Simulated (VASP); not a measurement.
# LiHF2 (R-3m) in VASP: a series of runs

The runs below take LiHF2 through single point, relaxation of cell and atoms, with PBEsol.

All numbers are computed with VASP 6.6.1; they aren't measurements. Logs are shortened: lines on timing, memory, paths and dates and some standing lists are left out, and cuts for length are marked.

## Step 1: The cell of the first run

The structure is trigonal, space group R-3m (No. 166). The conventional cell has a = 2.991 Å, b = 2.991 Å, c = 13.139 Å, α = 90.00°, β = 90.00°, γ = 120.00°. Within 2.8 Å of Li (site symmetry -3m) lie 6 F at 2.02 Å and 6 H at 2.79 Å. Within 1.5 Å of H (site symmetry -3m) lie 2 F at 1.14 Å. F (site symmetry 3m) has 1 H at 1.14 Å within 1.5 Å.

## Step 2: Single point, PBEsol

INCAR

```
PREC     = Accurate       # precision mode
ENCUT    = 520            # plane-wave cutoff, eV
EDIFF    = 1E-6           # SCF threshold, eV
ISMEAR   = -1             # smearing method
SIGMA    = 0.1            # smearing width, eV
LREAL    = False          # projectors in reciprocal space
LASPH    = True           # aspherical terms in the spheres
NELM     = 80             # most SCF steps
ALGO     = Normal         # electronic algorithm
ISIF     = 2              # what is computed and relaxed
LWAVE    = False          # write WAVECAR
LCHARG   = False          # write CHGCAR
GGA      = PS             # functional
NBANDS   = 17             # bands
```

KPOINTS

```
Automatic mesh
0
Gamma
  14 14 14
```

POSCAR

```
LiHF2
1.0
    1.4955277168      0.8634433299      4.3795879695
   -1.4955277168      0.8634433299      4.3795879695
    0.0000000000     -1.7268866597      4.3795879695
Li H F
1 1 2
Direct
    0.0000000000      0.0000000000      0.0000000000
    0.5000000000      0.5000000000      0.5000000000
    0.4131272684      0.4131272684      0.4131272684
    0.5868727316      0.5868727316      0.5868727316
```

Potentials or basis: VASP PAW PBE potentials, release 64 (Li_sv, H, F).

Started as:

```bash
$ cat potpaw_PBE.64/Li_sv/POTCAR potpaw_PBE.64/H/POTCAR potpaw_PBE.64/F/POTCAR > POTCAR
$ mpirun -np 1 vasp_std > vasp.out
```

OUTCAR:

```text
PREC = Accurate
   ENCUT = 520
   EDIFF = 1E-6
   ISMEAR = -1
   LREAL = False
   LASPH = True
   NELM = 80
   ISIF = 2
   GGA = PS

 ion  position               nearest neighbor table
   1  0.000  0.000  0.000-   4 2.02   3 2.02   4 2.02   4 2.02   3 2.02   3 2.02
   2  0.500  0.500  0.500-   3 1.14   4 1.14
   3  0.413  0.413  0.413-   2 1.14   1 2.02   1 2.02   1 2.02
   4  0.587  0.587  0.587-   2 1.14   1 2.02   1 2.02   1 2.02

  LATTYP: Found a trigonal (rhomboedric) cell.
 ALAT       =     4.7077519389
 COS(alpha) =     0.7981671808

  Lattice vectors:

 A1 = (   1.4955277168,   0.8634433299,   4.3795879695)
 A2 = (  -1.4955277168,   0.8634433299,   4.3795879695)
 A3 = (   0.0000000000,  -1.7268866597,   4.3795879695)

Analysis of symmetry for initial positions (statically):
=====================================================================
 Subroutine PRICEL returns:
 Original cell was already a primitive cell.

 Routine SETGRP: Setting up the symmetry group for a
 trigonal (rhombohedral) supercell.

 Subroutine GETGRP returns: Found 12 space group operations
 (whereof 12 operations were pure point group operations)
 out of a pool of 12 trial point group operations.

The static configuration has the point symmetry D_3d.

Analysis of symmetry for dynamics (positions and initial velocities):
=====================================================================
 Subroutine PRICEL returns:
 Original cell was already a primitive cell.

 Routine SETGRP: Setting up the symmetry group for a
 trigonal (rhombohedral) supercell.

 Subroutine GETGRP returns: Found 12 space group operations
 (whereof 12 operations were pure point group operations)
 out of a pool of 12 trial point group operations.

The dynamic configuration has the point symmetry D_3d.

 Subroutine INISYM returns: Found 12 space group operations
 (whereof 12 operations are pure point group operations),
 and found     1 'primitive' translations

----------------------------------------------------------------------------------------

                                     Primitive cell

  volume of cell :      33.9323

  direct lattice vectors                    reciprocal lattice vectors
     1.495527717  0.863443330  4.379587970     0.334330146  0.193025600  0.076110661
    -1.495527717  0.863443330  4.379587970    -0.334330146  0.193025600  0.076110661
     0.000000000 -1.726886660  4.379587970     0.000000000 -0.386051200  0.076110661

[... 87 lines left out ...]
   EDIFF  = 0.1E-05   stopping-criterion for ELM
   LREAL  =      F    real-space projection
   EDIFFG = 0.1E-04   stopping-criterion for IOM
   NSW    =      0    number of steps for IOM
   IBRION =     -1    ionic relax: 0-MD 1-quasi-New 2-CG
   NFREE  =      0    steps in history (QN), initial steepest desc. (CG)
   ISIF   =      2    stress and relaxation
   ISYM   =      2    0-nonsym 1-usesym 2-fastsym
   POTIM  = 0.5000    time-step for ionic-motion
   TEBEG  =    0.0;   TEEND  =   0.0 temperature during run
   PSTRESS=    0.0 pullay stress
   NELECT =      18.0000    total number of electrons
   NUPDOWN=      -1.0000    fix difference up-down
   EMIN   =  10.00;   EMAX   =-10.00  energy-range for DOS
   EFERMI =   0.00;   METHOD = LEGACY
   ISMEAR =    -1;   SIGMA  =   0.10  broadening in eV -4-tet -1-fermi 0-gaus
   EFERMI_NEDOS =   21; number of points for ismear=-14 and -15
   IALGO  =     38    algorithm
   IMIX   =      4    mixing-type and parameters
     AMIX     =   0.40;   BMIX     =  1.00
     AMIX_MAG =   1.60;   BMIX_MAG =  1.00
  volume/ion in A,a.u.               =       8.48        57.25
  Fermi-wavevector in a.u.,A,eV,Ry     =   1.325241  2.504342 23.895404  1.756263
  Thomas-Fermi vector in A             =   2.454716
   LORBIT       =      0    0 simple, 1 ext, 2 COOP (PROOUT), +10 PAW based schemes
   GGA     = PS    functional components
   LHFCALC =     F    Hartree Fock is set to
   AEXX    =    0.0000 exact exchange contribution
   IVDW    =     0    specifies the selected vdW correction
   LEPSILON=     F    determine dielectric tensor
   LRPA    =     F    only Hartree local field effects (RPA)
 non-spin polarized calculation
  energy-cutoff  :      520.00
  volume of cell :       33.93
 maximum number of plane-waves:       940
   NGX = 17   NGY = 17   NGZ = 17

 number of electron      17.9999997 magnetization

 Free energy of the ion-electron system (eV)
  ---------------------------------------------------
  ext. energy  EPLUGINS =         0.00000000
  ---------------------------------------------------
  free energy    TOTEN  =       -18.60388500 eV

  energy without entropy =      -18.60388500  energy(sigma->0) =      -18.60388500

 E-fermi :  -0.6778     XC(G=0):  -9.2395

 val. band max:       -2.9235275460   @ k =   0.4286   0.4286   0.3571
 cond. band min:       5.1689244880   @ k =   0.0000   0.0000   0.0000
 fundamental gap:      8.0924520341
 Fermi energy:        -0.6778351358

 k-point     1 :       0.0000    0.0000    0.0000
  band No.  band energies     occupation
      1     -42.8172      2.00000
      2     -23.8306      2.00000
      3     -22.3726      2.00000
      4      -8.5604      2.00000
      5      -3.3338      2.00000
      6      -3.3338      2.00000
[... 457 lines left out ...]
      4      -8.2171      2.00000
      5      -4.3996      2.00000
      6      -3.8467      2.00000
[... 9 lines left out ...]
     16      16.7395      0.00000
     17      21.0895      0.00000

 [... further k-points ...]

------------------------ aborting loop because EDIFF is reached ----------------------------------------

  FORCE on cell =-STRESS in cart. coord.  units (eV):
  Direction    XX          YY          ZZ          XY          YZ          ZX
  --------------------------------------------------------------------------------------
  -------------------------------------------------------------------------------------
  Total       -0.1021986     -0.1021986      0.0885335     -0.0000000      0.0000000      0.0000000
  in kB       -4.8255027     -4.8255027      4.1802825     -0.0000000      0.0000000      0.0000000
  external PRESSURE =      -1.8235743 kB  Pullay stress =       0.0000000 kB

 VOLUME and BASIS-vectors are now :
 -----------------------------------------------------------------------------
  energy-cutoff  :      520.00
  volume of cell :       33.93
      direct lattice vectors                 reciprocal lattice vectors
     1.495527717  0.863443330  4.379587970     0.334330146  0.193025600  0.076110661
    -1.495527717  0.863443330  4.379587970    -0.334330146  0.193025600  0.076110661
     0.000000000 -1.726886660  4.379587970     0.000000000 -0.386051200  0.076110661

 POSITION                                       TOTAL-FORCE (eV/Angst)
 -----------------------------------------------------------------------------------
      0.00000      0.00000      0.00000         0.000000     -0.000000      0.000000
      0.00000      0.00000      6.56938        -0.000000     -0.000000      0.000000
      0.00000      0.00000      5.42798         0.000000     -0.000000     -0.062505
      0.00000      0.00000      7.71078         0.000000      0.000000      0.062505
 -----------------------------------------------------------------------------------
    total drift:                               -0.000000     -0.000000      0.000000

  FREE ENERGIE OF THE ION-ELECTRON SYSTEM (eV)
  ---------------------------------------------------
  free  energy   TOTEN  =       -18.6038850011 eV

  energy  without entropy=      -18.6038850010  energy(sigma->0) =      -18.60388500
```

OSZICAR:

```text
N       E                     dE             d eps       ncg     rms          rms(c)
DAV:   1     0.814573315225E+02    0.81457E+02   -0.94963E+03  9848   0.105E+03
DAV:   2    -0.157235694707E+02   -0.97181E+02   -0.94330E+02 12542   0.247E+02
DAV:   3    -0.194931235622E+02   -0.37696E+01   -0.37483E+01 12157   0.445E+01
DAV:   4    -0.195895125610E+02   -0.96389E-01   -0.96325E-01 11478   0.756E+00
DAV:   5    -0.195921463815E+02   -0.26338E-02   -0.26336E-02 11450   0.103E+00    0.592E+00
DAV:   6    -0.186351496418E+02    0.95700E+00   -0.18846E+00 10085   0.122E+01    0.208E+00
DAV:   7    -0.186029612614E+02    0.32188E-01   -0.83082E-02 12278   0.252E+00    0.129E+00
DAV:   8    -0.186020560368E+02    0.90522E-03   -0.41356E-02 11516   0.210E+00    0.167E-01
DAV:   9    -0.186033676978E+02   -0.13117E-02   -0.49056E-03 10650   0.579E-01    0.856E-02
DAV:  10    -0.186038063931E+02   -0.43870E-03   -0.30956E-04 10357   0.176E-01    0.251E-02
DAV:  11    -0.186038755472E+02   -0.69154E-04   -0.85497E-05 10538   0.739E-02    0.165E-02
DAV:  12    -0.186038850819E+02   -0.95346E-05   -0.18688E-05 10373   0.330E-02    0.461E-03
DAV:  13    -0.186038850011E+02    0.80740E-07   -0.71306E-07 10518   0.831E-03
   1 F= -.18603885E+02 E0= -.18603885E+02  d E =-.134618E-09
```

stdout:

```text
POSCAR found type information on POSCAR LiH F
 POSCAR found :  3 types and       4 ions
 scaLAPACK will be used
 -----------------------------------------------------------------------------
|                                                                             |
|                                                                             |
|     You enforced a specific xc type in the INCAR file but a different       |
|     I HOPE YOU KNOW WHAT YOU ARE DOING!                                     |
|                                                                             |
 -----------------------------------------------------------------------------

 LDA part: xc-table for (Slater+PW92), standard interpolation
 POSCAR, INCAR and KPOINTS ok, starting setup
 FFT: planning ... GRIDC
 FFT: planning ... GRID_SOFT
 FFT: planning ... GRID
 WAVECAR not read
 entering main loop
```

It took 97 s on 1 thread of Intel Xeon 6975P-C (Granite Rapids), shared host; peak memory 0.29 GiB.

Results:

* Free energy: -18.6039 eV
* Largest force: 0.063 eV/Å
* Band gap on the k mesh: 8.09 eV (least direct gap 8.30 eV)

Forces on the atoms (eV/Å):
```
Li   0.000  0.000  0.000
H    0.000  0.000  0.000
F    0.000  0.000 -0.063
F    0.000  0.000  0.063
```

Levels at points of the mesh, in eV from the valence-band top:
| k point | band 7 | band 8 | band 9 | band 10 | band 11 | band 12 |
| --- | --- | --- | --- | --- | --- | --- |
| (0.00, 0.00, 0.00) | -0.25 | -0.21 | -0.21 | 8.09 | 12.86 | 16.84 |
| (0.50, 0.00, 0.00) | -0.72 | -0.61 | -0.49 | 11.54 | 13.66 | 16.13 |
| (0.50, 0.50, 0.00) | -1.16 | -1.00 | -0.13 | 13.49 | 13.98 | 13.99 |
| (0.50, 0.50, 0.50) | -0.60 | 0.00 | 0.00 | 9.08 | 12.10 | 15.83 |

Caveat: the cutoff is under 1.25 times the usual one of these potentials, so pressure, stress and relaxed cells hold a basis-set (Pulay) error; the PAW data sets were made with another functional, which shifts forces and pressure a little.

(Continued in part 2 of 2.)
